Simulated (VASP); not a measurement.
# BIr3Pd (Pm-3m) in VASP: a series of runs, part 2 of 2

VASP 6.6.1.

**4. Relaxation of cell and atoms, PBE**

The input, INCAR:

```
SYSTEM = BIr3Pd
  PREC = Accurate
  ENCUT = 600
  EDIFF = 1E-7
  ISMEAR = 0
  SIGMA = 0.1
  LREAL = .False.
  LASPH = .True.
  NELM = 100
  ALGO = Normal
  ISIF = 3
  LWAVE = .False.
  LCHARG = .False.
  GGA = PE
  IBRION = 2
  NSW = 90
  EDIFFG = -0.04
```

The input, KPOINTS:

```
regular mesh
0
Gamma
  4 4 4
  0 0 0
```

The input, POSCAR:

```
BIr3Pd
1.0
    3.9961189500      0.0000000000      0.0000000000
    0.0000000000      3.9961189500      0.0000000000
    0.0000000000      0.0000000000      3.9961189500
B Pd Ir
1 1 3
Direct
    0.5000000000      0.5000000000      0.5000000000
    0.0000000000      0.0000000000      0.0000000000
    0.0000000000      0.5000000000      0.5000000000
    0.5000000000      0.5000000000      0.0000000000
    0.5000000000      0.0000000000      0.5000000000
```

Potentials or basis: VASP PAW PBE potentials, release 64 (B, Pd, Ir).

Started as:

```bash
$ cat potpaw_PBE.64/B/POTCAR potpaw_PBE.64/Pd/POTCAR potpaw_PBE.64/Ir/POTCAR > POTCAR
$ mpirun -np 1 vasp_std > vasp.out
```

OUTCAR:

```text
SYSTEM = BIr3Pd
   PREC = Accurate
   ENCUT = 600
   EDIFF = 1E-7
   ISMEAR = 0
   LREAL = .False.
   LASPH = .True.
   NELM = 100
   ISIF = 3
   GGA = PE
   IBRION = 2
   NSW = 90
   EDIFFG = -0.04

 ion  position               nearest neighbor table
   1  0.500  0.500  0.500-   3 2.00   4 2.00   5 2.00   4 2.00   5 2.00   3 2.00
   2  0.000  0.000  0.000-   3 2.83   4 2.83   5 2.83   3 2.83   5 2.83   3 2.83   4 2.83   3 2.83
                             4 2.83   5 2.83   5 2.83   4 2.83
   3  0.000  0.500  0.500-   1 2.00   1 2.00   4 2.83   5 2.83   2 2.83   4 2.83   2 2.83   5 2.83
                             2 2.83   2 2.83   4 2.83   5 2.83   4 2.83   5 2.83
   4  0.500  0.500  0.000-   1 2.00   1 2.00   3 2.83   5 2.83   2 2.83   3 2.83   5 2.83   2 2.83
                             5 2.83   5 2.83   2 2.83   3 2.83   3 2.83   2 2.83
   5  0.500  0.000  0.500-   1 2.00   1 2.00   3 2.83   4 2.83   2 2.83   4 2.83   2 2.83   3 2.83
                             4 2.83   4 2.83   2 2.83   3 2.83   2 2.83   3 2.83

  LATTYP: Found a simple cubic cell.
 ALAT       =     3.9961189500

  Lattice vectors:

 A1 = (   3.9961189500,   0.0000000000,   0.0000000000)
 A2 = (   0.0000000000,   3.9961189500,   0.0000000000)
 A3 = (   0.0000000000,   0.0000000000,   3.9961189500)

Analysis of symmetry for initial positions (statically):
=====================================================================
 Subroutine PRICEL returns:
[... 157 lines left out ...]

 Free energy of the ion-electron system (eV)
  ---------------------------------------------------
  ext. energy  EPLUGINS =         0.00000000
  ---------------------------------------------------
  free energy    TOTEN  =       -36.69066221 eV

  energy without entropy =      -36.64706583  energy(sigma->0) =      -36.66886402

------------------------ aborting loop because EDIFF is reached ----------------------------------------

  FORCE on cell =-STRESS in cart. coord.  units (eV):
  Direction    XX          YY          ZZ          XY          YZ          ZX
  --------------------------------------------------------------------------------------
  -------------------------------------------------------------------------------------
  Total       10.4173331     10.4173331     10.4173331      0.0000000     -0.0000000      0.0000000
  in kB      261.5483056    261.5483056    261.5483056      0.0000000     -0.0000000      0.0000000
  external PRESSURE =     261.5483056 kB  Pullay stress =       0.0000000 kB
[... 104 lines left out ...]
--------------------------------------- Ionic step        4  -------------------------------------------

 number of electron      39.9999999 magnetization

 Free energy of the ion-electron system (eV)
  ---------------------------------------------------
  ext. energy  EPLUGINS =         0.00000000
  ---------------------------------------------------
  free energy    TOTEN  =       -37.10968270 eV

  energy without entropy =      -37.05797671  energy(sigma->0) =      -37.08382970

 E-fermi :   8.3618     XC(G=0): -13.0596

 val. band max:        8.3381376988   @ k =   0.5000   0.2500   0.2500
 cond. band min:       8.4078030828   @ k =   0.2500   0.2500   0.0000
 fundamental gap:      0.0696653840
 Fermi energy:         8.3617594951

 k-point     1 :       0.0000    0.0000    0.0000
  band No.  band energies     occupation
      1      -3.7929      2.00000
      2       1.3125      2.00000
      3       2.8034      2.00000
      4       2.8034      2.00000
      5       2.8034      2.00000
      6       2.9251      2.00000
[... 291 lines left out ...]
  FREE ENERGIE OF THE ION-ELECTRON SYSTEM (eV)
  ---------------------------------------------------
  free  energy   TOTEN  =       -37.1096826952 eV

  energy  without entropy=      -37.0579767143  energy(sigma->0) =      -37.08382970

 reached required accuracy - stopping structural energy minimisation
```

OSZICAR:

```text
N       E                     dE             d eps       ncg     rms          rms(c)
DAV:   1     0.420456248807E+03    0.42046E+03   -0.20180E+04   480   0.184E+03
DAV:   2    -0.763001400594E+01   -0.42809E+03   -0.41969E+03   480   0.491E+02
DAV:   3    -0.400726338477E+02   -0.32443E+02   -0.31754E+02   712   0.125E+02
[... 50 lines left out ...]
DAV:   4    -0.371096797024E+02    0.17644E-02   -0.73830E-03   648   0.864E-01    0.114E-01
DAV:   5    -0.371096777112E+02    0.19912E-05   -0.30260E-04   544   0.128E-01    0.431E-02
DAV:   6    -0.371096804846E+02   -0.27734E-05   -0.39967E-05   568   0.459E-02    0.187E-02
DAV:   7    -0.371096826564E+02   -0.21718E-05   -0.73612E-06   544   0.266E-02    0.239E-03
DAV:   8    -0.371096826952E+02   -0.38832E-07   -0.89424E-07   544   0.657E-03
   4 F= -.37109683E+02 E0= -.37083830E+02  d E =-.419020E+00
```

CONTCAR:

```text
BIr3Pd
   1.00000000000000
     4.1117940293599631    0.0000000000000000    0.0000000000000000
     0.0000000000000000    4.1117940293599631    0.0000000000000000
    -0.0000000000000000   -0.0000000000000000    4.1117940293599631
  B               Pd              Ir
     1     1     3
Direct
     0.5000000000000000    0.5000000000000000    0.5000000000000000
     0.0000000000000000    0.0000000000000000    0.0000000000000000
     0.0000000000000000    0.5000000000000000    0.5000000000000000
     0.5000000000000000    0.5000000000000000    0.0000000000000000
     0.5000000000000000    0.0000000000000000    0.5000000000000000

  0.00000000E+00  0.00000000E+00  0.00000000E+00
  0.00000000E+00  0.00000000E+00  0.00000000E+00
  0.00000000E+00  0.00000000E+00  0.00000000E+00
  0.00000000E+00  0.00000000E+00  0.00000000E+00
  0.00000000E+00  0.00000000E+00  0.00000000E+00
```

It took 31 s on 1 thread of Intel Xeon 6975P-C (Granite Rapids), shared host; peak memory 0.2 GiB.

Results:

- Free energy: -37.1097 eV
- Relaxed volume: 13.90 Å³/atom
- Relaxed cell: a = 4.112 Å, b = 4.112 Å, c = 4.112 Å, α = 90.00°, β = 90.00°, γ = 90.00°
- Space group after relaxing (to 0.05 Å): Pm-3m (No. 221)
- Energy gained by relaxing: 83.8 meV/atom
- Ionic steps: 4
- Pressure after relaxing: -0.3 GPa
- Band gap on the k mesh: zero (band 20 reaches 8.72 eV, above the bottom of band 21 at 8.22 eV)

The path:
```tsv
step	energy change (eV)	largest force (eV/Å)	pressure (GPa)	volume (Å³)
1	0.0000	0.0000	26.15	63.81
2	1.3862	0.0000	-30.37	85.05
3	-0.4164	0.0000	-1.69	69.93
4	-0.4190	0.0000	-0.29	69.52
```

Final structure:
```
B Pd Ir
1.0
     4.11179    0.00000    0.00000
     0.00000    4.11179    0.00000
     0.00000    0.00000    4.11179
B Pd Ir
1 1 3
Direct
  0.50000 0.50000 0.50000
  0.00000 0.00000 0.00000
  0.00000 0.50000 0.50000
  0.50000 0.50000 0.00000
  0.50000 0.00000 0.50000
```

Caveat: the k points lie up to 0.38 Å⁻¹ apart in the final cell; spin-orbit coupling is left out, which moves the levels of the heavy elements.

**5. Summary**

| task | cell | cutoff (eV) | gap on the mesh (eV) | pressure (GPa) |
| --- | --- | --- | --- | --- |
| single point | a = 3.996 Å, 5 atoms | 520 | none | 26.1 |
| single point | a = 4.104 Å, 5 atoms | 520 | none | 1.0 |
| relaxation of cell and atoms | relaxed from a = 3.996 Å, 5 atoms | 600 | none | -0.3 |

Alike in all rows: level PBE; potentials or basis VASP PAW PBE potentials, release 64 (B, Pd, Ir); no spin polarisation; k mesh 4 × 4 × 4; smearing gaussian 0.1 eV.

Caveats: all runs use coarse meshes; spin-orbit coupling is left out, which moves the levels of the heavy elements.

Absolute energies hang on the potentials; compare differences alone.
